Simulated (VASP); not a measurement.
A run of VASP 6.6.1:

INCAR

```
SYSTEM = RbP3
  PREC = Accurate
  ENCUT = 520
  EDIFF = 1E-6
  ISMEAR = 0
  SIGMA = 0.2
  LREAL = .FALSE.
  LASPH = .TRUE.
  NELM = 100
  ALGO = Normal
  ISIF = 2
  LWAVE = .FALSE.
  LCHARG = .TRUE.
  GGA = PE
  LELF = .TRUE.
  LVHAR = .TRUE.
  NBANDS = 34
```

File KPOINTS:

```
Automatic mesh
0
G
  6 6 4
  0 0 0
```

The input POSCAR:

```
RbP3
1.0
   -4.3619130159      0.0000000000      0.0000000000
    0.0000000000      0.0000000000     -4.3619130159
    0.0000000000     -8.7238260318      0.0000000000
Rb P
2 6
Direct
    0.0000000000      0.0000000000      0.0000000000
    0.0000000000      0.0000000000      0.5000000000
    0.0000000000      0.5000000000      0.7500000000
    0.0000000000      0.5000000000      0.2500000000
    0.5000000000      0.5000000000      0.0000000000
    0.5000000000      0.5000000000      0.5000000000
    0.5000000000      0.0000000000      0.7500000000
    0.5000000000      0.0000000000      0.2500000000
```

Potentials or basis: VASP PAW PBE potentials, release 64 (Rb_sv, P).

Launch:

```console
$ cat potpaw_PBE.64/Rb_sv/POTCAR potpaw_PBE.64/P/POTCAR > POTCAR
$ mpirun -np 1 vasp_std > vasp.out
```

Hardware: 1 thread of Intel(R) Xeon(R) Platinum 8488C (Sapphire Rapids), with other jobs on the host.

Problem. Estimate the wall time of this run.

Solution. Run time: 95 s on 1 thread of Intel(R) Xeon(R) Platinum 8488C (Sapphire Rapids), with other jobs on the host, peak memory 0.31 GiB. Counts: scf iterations 13, k points 30.
